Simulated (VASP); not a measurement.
# ZrB (Fm-3m) in VASP: single point with PBE

Aim: the single point of ZrB with PBE.

All numbers are computed with VASP 6.6.1; they aren't measurements. Logs are shortened: lines on timing, memory, paths and dates and some standing lists are left out, and cuts for length are marked.

## Step 1: The cell of the first run

It takes space group Fm-3m (No. 225, cubic). The conventional cell has a = 4.650 Å, b = 4.650 Å, c = 4.650 Å, α = 90.00°, β = 90.00°, γ = 90.00°. Zr (site symmetry m-3m) has 6 B at 2.33 Å within 3.1 Å. B (site symmetry m-3m) has 6 Zr at 2.33 Å within 3.1 Å.

## Step 2: Single point, PBE

INCAR reads:

```
SYSTEM = ZrB
PREC     = Accurate       ! precision mode
ENCUT    = 520            ! plane-wave cutoff, eV
EDIFF    = 1E-6           ! SCF threshold, eV
ISMEAR   = 0              ! smearing method
SIGMA    = 0.05           ! smearing width, eV
LREAL    = .FALSE.        ! projectors in reciprocal space
LASPH    = .TRUE.         ! aspherical terms in the spheres
NELM     = 100            ! most SCF steps
ALGO     = Normal         ! electronic algorithm
ISIF     = 2              ! what is computed and relaxed
LWAVE    = .FALSE.        ! write WAVECAR
LCHARG   = .FALSE.        ! write CHGCAR
GGA      = PE             ! functional
NBANDS   = 14             ! bands
```

KPOINTS reads:

```
regular mesh
0
G
  14 14 14
  0 0 0
```

POSCAR reads:

```
ZrB
1.0
    0.0000000000      2.3250000000      2.3250000000
    2.3250000000      0.0000000000      2.3250000000
    2.3250000000      2.3250000000      0.0000000000
Zr B
1 1
Direct
    0.0000000000      0.0000000000      0.0000000000
    0.5000000000      0.5000000000      0.5000000000
```

Potentials or basis: VASP PAW PBE potentials, release 64 (Zr_sv, B).

Run with:

```sh
$ cat potpaw_PBE.64/Zr_sv/POTCAR potpaw_PBE.64/B/POTCAR > POTCAR
$ mpirun -np 1 vasp_std > vasp.out
```

OUTCAR:

```text
SYSTEM = ZrB
   PREC = Accurate
   ENCUT = 520
   EDIFF = 1E-6
   ISMEAR = 0
   LREAL = .FALSE.
   LASPH = .TRUE.
   NELM = 100
   ISIF = 2
   GGA = PE

 ion  position               nearest neighbor table
   1  0.000  0.000  0.000-   2 2.33   2 2.33   2 2.33   2 2.33   2 2.33   2 2.33
   2  0.500  0.500  0.500-   1 2.33   1 2.33   1 2.33   1 2.33   1 2.33   1 2.33

  LATTYP: Found a face centered cubic cell.
 ALAT       =     4.6500000000

  Lattice vectors:

 A1 = (   0.0000000000,   2.3250000000,   2.3250000000)
 A2 = (   2.3250000000,   0.0000000000,   2.3250000000)
 A3 = (   2.3250000000,   2.3250000000,   0.0000000000)

Analysis of symmetry for initial positions (statically):
=====================================================================
 Subroutine PRICEL returns:
 Original cell was already a primitive cell.

 Routine SETGRP: Setting up the symmetry group for a
 face centered cubic supercell.

 Subroutine GETGRP returns: Found 48 space group operations
 (whereof 48 operations were pure point group operations)
 out of a pool of 48 trial point group operations.

The static configuration has the point symmetry O_h .

Analysis of symmetry for dynamics (positions and initial velocities):
=====================================================================
 Subroutine PRICEL returns:
 Original cell was already a primitive cell.

 Routine SETGRP: Setting up the symmetry group for a
 face centered cubic supercell.

 Subroutine GETGRP returns: Found 48 space group operations
 (whereof 48 operations were pure point group operations)
 out of a pool of 48 trial point group operations.

The dynamic configuration has the point symmetry O_h .

 Subroutine INISYM returns: Found 48 space group operations
 (whereof 48 operations are pure point group operations),
 and found     1 'primitive' translations

----------------------------------------------------------------------------------------

                                     Primitive cell

  volume of cell :      25.1362

  direct lattice vectors                    reciprocal lattice vectors
     0.000000000  2.325000000  2.325000000    -0.215053763  0.215053763  0.215053763
     2.325000000  0.000000000  2.325000000     0.215053763 -0.215053763  0.215053763
     2.325000000  2.325000000  0.000000000     0.215053763  0.215053763 -0.215053763

  length of vectors
     3.288046533  3.288046533  3.288046533     0.372484045  0.372484045  0.372484045

  position of ions in fractional coordinates (direct lattice)
     0.000000000  0.000000000  0.000000000
     0.500000000  0.500000000  0.500000000

  ion indices of the primitive-cell ions
   primitive index   ion index
                 1           1
                 2           2

----------------------------------------------------------------------------------------

 KPOINTS: regular mesh

Automatic generation of k-mesh.
 Grid dimensions read from file:
 generate k-points for:   14   14   14

 Generating k-lattice:

  Cartesian coordinates                     Fractional coordinates (reciprocal lattice)
    -0.015360983  0.015360983  0.015360983     0.071428571  0.000000000  0.000000000
     0.015360983 -0.015360983  0.015360983     0.000000000  0.071428571  0.000000000
     0.015360983  0.015360983 -0.015360983     0.000000000  0.000000000  0.071428571

  Length of vectors
     0.026606003  0.026606003  0.026606003

  Shift w.r.t. Gamma in fractional coordinates (k-lattice)
     0.000000000  0.000000000  0.000000000

 Subroutine IBZKPT returns following result:
 ===========================================

 Found    104 irreducible k-points:

 Following reciprocal coordinates:
            Coordinates               Weight
  0.000000  0.000000  0.000000      1.000000
  0.071429  0.000000  0.000000      8.000000
  0.142857  0.000000  0.000000      8.000000
  0.214286  0.000000  0.000000      8.000000
  0.285714  0.000000  0.000000      8.000000
  0.357143  0.000000  0.000000      8.000000
[... 16 lines left out ...]
  0.214286  0.142857  0.000000     24.000000
  0.285714  0.142857  0.000000     24.000000
 [... further k-points ...]
   k-points           NKPTS =    104   k-points in BZ     NKDIM =    104   number of bands    NBANDS=     14
   number of dos      NEDOS =    301   number of ions     NIONS =      2
   total plane-waves  NPLWV =  13824
   dimension x,y,z NGX =    24 NGY =   24 NGZ =   24
   dimension x,y,z NGXF=    48 NGYF=   48 NGZF=   48
   ions per type =               1   1
   NGX,Y,Z   is equivalent  to a cutoff of  12.13, 12.13, 12.13 a.u.
   NGXF,Y,Z  is equivalent  to a cutoff of  24.27, 24.27, 24.27 a.u.
 SYSTEM =  ZrB
   PREC   = accura    normal or accurate (medium, high low for compatibility)
   ISTART =      0    job   : 0-new  1-cont  2-samecut
   ICHARG =      2    charge: 1-file 2-atom 10-const
   ISPIN  =      1    spin polarized calculation?
   LNONCOLLINEAR =      F non collinear calculations
   LSORBIT =      F    spin-orbit coupling
   LASPH  =      T    aspherical Exc in radial PAW
   ENCUT  =  520.0 eV  38.22 Ry    6.18 a.u.   6.11  6.11  6.11*2*pi/ulx,y,z
   NELM   =    100;   NELMIN=  2; NELMDL= -5     # of ELM steps
   EDIFF  = 0.1E-05   stopping-criterion for ELM
   LREAL  =      F    real-space projection
   EDIFFG = 0.1E-04   stopping-criterion for IOM
   NSW    =      0    number of steps for IOM
   IBRION =     -1    ionic relax: 0-MD 1-quasi-New 2-CG
   NFREE  =      0    steps in history (QN), initial steepest desc. (CG)
   ISIF   =      2    stress and relaxation
   ISYM   =      2    0-nonsym 1-usesym 2-fastsym
   POTIM  = 0.5000    time-step for ionic-motion
   TEBEG  =    0.0;   TEEND  =   0.0 temperature during run
   PSTRESS=    0.0 pullay stress
   NELECT =      15.0000    total number of electrons
   NUPDOWN=      -1.0000    fix difference up-down
   EMIN   =  10.00;   EMAX   =-10.00  energy-range for DOS
   EFERMI =   0.00;   METHOD = LEGACY
   ISMEAR =     0;   SIGMA  =   0.05  broadening in eV -4-tet -1-fermi 0-gaus
   EFERMI_NEDOS =   21; number of points for ismear=-14 and -15
   IALGO  =     38    algorithm
   IMIX   =      4    mixing-type and parameters
     AMIX     =   0.40;   BMIX     =  1.00
     AMIX_MAG =   1.60;   BMIX_MAG =  1.00
  volume/ion in A,a.u.               =      12.57        84.81
  Fermi-wavevector in a.u.,A,eV,Ry     =   1.378285  2.604581 25.846565  1.899669
  Thomas-Fermi vector in A             =   2.503360
   LORBIT       =      0    0 simple, 1 ext, 2 COOP (PROOUT), +10 PAW based schemes
   GGA     = PE    functional components
   LHFCALC =     F    Hartree Fock is set to
   AEXX    =    0.0000 exact exchange contribution
   IVDW    =     0    specifies the selected vdW correction
   LEPSILON=     F    determine dielectric tensor
   LRPA    =     F    only Hartree local field effects (RPA)
 non-spin polarized calculation
 Gauss-broadening in eV      SIGMA  =   0.05
  energy-cutoff  :      520.00
  volume of cell :       25.14
 maximum number of plane-waves:       700
   NGX = 13   NGY = 13   NGZ = 13

 number of electron      15.0000000 magnetization

 Free energy of the ion-electron system (eV)
  ---------------------------------------------------
  ext. energy  EPLUGINS =         0.00000000
  ---------------------------------------------------
  free energy    TOTEN  =       -15.58279039 eV

  energy without entropy =      -15.58132212  energy(sigma->0) =      -15.58205625

 E-fermi :   8.9945     XC(G=0): -12.2210

 val. band max:        8.9931994955   @ k =   0.3571   0.1429   0.0000
 cond. band min:       9.0264206276   @ k =   0.2857   0.0714   0.0000
 fundamental gap:      0.0332211321
 Fermi energy:         8.9945442210

 k-point     1 :       0.0000    0.0000    0.0000
  band No.  band energies     occupation
      1     -37.7570      2.00000
      2     -15.4974      2.00000
      3     -15.4974      2.00000
      4     -15.4974      2.00000
      5       0.6887      2.00000
      6      10.9429      0.00000
      7      10.9429      0.00000
      8      10.9429      0.00000
      9      12.7208      0.00000
     10      12.7208      0.00000
     11      12.8366      0.00000
     12      12.8366      0.00000
     13      12.8366      0.00000
     14      20.1610      0.00000

 k-point     2 :       0.0714    0.0000    0.0000
  band No.  band energies     occupation
      1     -37.7511      2.00000
      2     -15.5486      2.00000
      3     -15.5022      2.00000
      4     -15.5022      2.00000
      5       0.8291      2.00000
      6      10.5058      0.00000
      7      10.8590      0.00000
      8      10.8590      0.00000
      9      11.7418      0.00000
     10      11.7418      0.00000
     11      13.0639      0.00000
     12      14.1749      0.00000
     13      14.1749      0.00000
     14      20.5063      0.00000

 k-point     3 :       0.1429    0.0000    0.0000
  band No.  band energies     occupation
      1     -37.7346      2.00000
      2     -15.6894      2.00000
      3     -15.5153      2.00000
      4     -15.5153      2.00000
      5       1.2320      2.00000
      6       9.6117      0.00000
      7      10.1301      0.00000
      8      10.1301      0.00000
      9      11.7331      0.00000
     10      11.7331      0.00000
     11      13.4195      0.00000
     12      15.7238      0.00000
     13      15.7238      0.00000
     14      21.4338      0.00000

 k-point     4 :       0.2143    0.0000    0.0000
  band No.  band energies     occupation
      1     -37.7106      2.00000
      2     -15.8870      2.00000
      3     -15.5342      2.00000
      4     -15.5342      2.00000
      5       1.8470      2.00000
      6       8.6284      2.00000
      7       9.2620      0.00000
      8       9.2620      0.00000
      9      12.2564      0.00000
     10      12.2564      0.00000
     11      13.7494      0.00000
     12      17.3640      0.00000
     13      17.3640      0.00000
     14      22.2354      0.00000

 k-point     5 :       0.2857    0.0000    0.0000
  band No.  band energies     occupation
      1     -37.6839      2.00000
      2     -16.0987      2.00000
      3     -15.5551      2.00000
      4     -15.5551      2.00000
      5       2.6035      2.00000
      6       7.6784      2.00000
      7       8.5486      2.00000
      8       8.5486      2.00000
      9      12.9857      0.00000
     10      12.9857      0.00000
     11      14.1499      0.00000
[... 276 lines left out ...]
 k-point    22 :       0.1429    0.1429    0.0000
  band No.  band energies     occupation
      1     -37.7271      2.00000
      2     -15.6742      2.00000
      3     -15.5608      2.00000
      4     -15.5608      2.00000
      5       1.3889      2.00000
      6       9.0363      0.23748
      7      10.1308      0.00000
      8      10.5444      0.00000
      9      10.5444      0.00000
     10      13.0031      0.00000
     11      14.2070      0.00000
     12      14.2070      0.00000
     13      16.8798      0.00000
     14      21.8420      0.00000

 k-point    23 :       0.2143    0.1429    0.0000
  band No.  band energies     occupation
      1     -37.7092      2.00000
      2     -15.8021      2.00000
      3     -15.5907      2.00000
      4     -15.5799      2.00000
      5       1.8104      2.00000
      6       8.2759      2.00000
      7       9.4888      0.00000
      8      10.2458      0.00000
      9      10.8307      0.00000
     10      13.1023      0.00000
     11      14.6501      0.00000
     12      15.2187      0.00000
     13      17.9771      0.00000
     14      22.7615      0.00000

 k-point    24 :       0.2857    0.1429    0.0000
  band No.  band energies     occupation
      1     -37.6858      2.00000
      2     -15.9778      2.00000
      3     -15.6176      2.00000
      4     -15.6015      2.00000
      5       2.3942      2.00000
      6       7.5737      2.00000
      7       8.8138      2.00000
      8       9.6354      0.00000
      9      11.3454      0.00000
     10      13.5724      0.00000
     11      15.0000      0.00000
     12      16.5453      0.00000
     13      19.2725      0.00000
     14      22.8399      0.00000

 [... further k-points ...]

------------------------ aborting loop because EDIFF is reached ----------------------------------------

  FORCE on cell =-STRESS in cart. coord.  units (eV):
  Direction    XX          YY          ZZ          XY          YZ          ZX
  --------------------------------------------------------------------------------------
  -------------------------------------------------------------------------------------
  Total        5.4832543      5.4832543      5.4832543     -0.0000000     -0.0000000      0.0000000
  in kB      349.5023547    349.5023547    349.5023547     -0.0000000     -0.0000000      0.0000000
  external PRESSURE =     349.5023547 kB  Pullay stress =       0.0000000 kB

 VOLUME and BASIS-vectors are now :
 -----------------------------------------------------------------------------
  energy-cutoff  :      520.00
  volume of cell :       25.14
      direct lattice vectors                 reciprocal lattice vectors
     0.000000000  2.325000000  2.325000000    -0.215053763  0.215053763  0.215053763
     2.325000000  0.000000000  2.325000000     0.215053763 -0.215053763  0.215053763
     2.325000000  2.325000000  0.000000000     0.215053763  0.215053763 -0.215053763

 POSITION                                       TOTAL-FORCE (eV/Angst)
 -----------------------------------------------------------------------------------
      0.00000      0.00000      0.00000         0.000000      0.000000      0.000000
      2.32500      2.32500      2.32500        -0.000000     -0.000000     -0.000000
 -----------------------------------------------------------------------------------
    total drift:                                0.000000     -0.000000     -0.000000

  FREE ENERGIE OF THE ION-ELECTRON SYSTEM (eV)
  ---------------------------------------------------
  free  energy   TOTEN  =       -15.5827903913 eV

  energy  without entropy=      -15.5813221182  energy(sigma->0) =      -15.58205625
```

Wall time 48 s (1 thread of Intel Xeon 8259CL, shared host); peak memory 0.16 GiB.

What came out:

```
Free energy : -15.5828 eV
Pressure    : 35.0 GPa
```
